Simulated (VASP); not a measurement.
The system is Mn.

```
Mn
1.0
     2.48365    0.00000    0.00000
    -1.24182    2.15090    0.00000
     0.00000    0.00000    4.02620
Mn
2
Direct
  0.33333 0.66667 0.25000
  0.66667 0.33333 0.75000
```

Base run:

- Program: VASP 6.6.1
- Functional: PBE
- Potentials or basis: VASP PAW PBE potentials, release 64 (Mn_pv)
- Cutoff: 520 eV
- k mesh: 12 × 12 × 7
- Occupations: fermi-dirac, width 0.05 eV
- Spin: collinear spin, ferromagnetic start
- Starting moments: [4.8, 4.8] μB
- Fixed moment: 9.6 μB

Its results: pressure 157.6 GPa; site moments Mn +4.45 μB.

Task: The run is repeated on the same cell with these changes: fixed moment from 9.6 μB to 6 μB; moments at the start from [4.8, 4.8] to [3.0, 3.0]. What comes out?

Result: Pressure 58.6 GPa; site moments Mn +2.89 μB.

Caveats: the total moment is fixed, so each spin has its own Fermi level.
